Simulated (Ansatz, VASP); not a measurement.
# Two plane-wave programs on SbP2

```
Sb P
1.0
     3.40326   -3.35490   -0.09245
     3.40326    3.35490   -0.09245
    -1.44382    0.00000    6.39587
Sb P
2 4
Direct
  0.00000 0.50000 0.00000
  0.50000 0.00000 0.50000
  0.17877 0.48733 0.42356
  0.51267 0.82123 0.07644
  0.82123 0.51267 0.57644
  0.48733 0.17877 0.92356
```

Alike in both runs: functional PBE; k mesh 4 × 4 × 4; occupations gaussian, width 0.1 eV; no spin polarisation.

Ansatz relaxed the structure, and its values are those at the end. VASP's run is a single point on that final structure, the one shown.

|  | VASP | Ansatz |
| --- | --- | --- |
| version | VASP 6.6.1 | Ansatz 0.2.0 |
| potentials or method | VASP PAW PBE potentials, release 64 (Sb, P), cutoff 520 eV | scalar-relativistic, plane waves, PAW |
| valence electrons in the cell | 30 | 50 |

Ansatz gave:

```
gap on the k mesh at the Fermi level (eV) : none
pressure (GPa)                            : 0.0
rms of the force components (eV/Å)        : 0.011
```

Problem. What did VASP give for the same quantities?

Solution. gap on the k mesh at the Fermi level (eV): none; pressure (GPa): -0.1; rms of the force components (eV/Å): 0.019.

A gap of «none» marks a metal or a gap that the smearing closes. VASP's potentials hold 30 valence electrons a cell and Ansatz's 50, so a difference there can come from the potentials and not from the codes.

Spin-orbit coupling is off throughout.
